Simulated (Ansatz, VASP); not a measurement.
# BeS: VASP beside Ansatz

```
CELL_PARAMETERS angstrom
1.58604 -6.87956 0.00000
1.58604 6.87956 0.00000
0.00000 0.00000 3.17219
ATOMIC_POSITIONS crystal
Be 0.69238 0.30762 0.75000
Be 0.30762 0.69238 0.25000
S 0.84459 0.15541 0.75000
S 0.15541 0.84459 0.25000
```

Change from the starting cell: species swapped into the PbSe type (Cmcm, No. 63).

Alike in both runs: task relaxation of cell and atoms; functional PBE; k mesh 10 × 10 × 8; occupations gaussian, width 0.02 eV; no spin polarisation.

```csv
,VASP,Ansatz
version,VASP 6.6.1,Ansatz 0.2.0
potentials or method,"VASP PAW PBE potentials, release 64 (Be, S), cutoff 600 eV","scalar-relativistic, plane waves, PAW"
valence electrons in the cell,16,16
```

|  | VASP | Ansatz | Ansatz less VASP |
| --- | --- | --- | --- |
| gap on the k mesh at the Fermi level, each at its own relaxed structure (eV) | 1.13 | 1.13 | +0.001 |
| relaxed volume (Å³/atom) | 17.34 | 17.84 | +0.495 |
| relaxed cell length with the largest relative difference (Å) | 7.069 | 7.261 | +0.1923 |
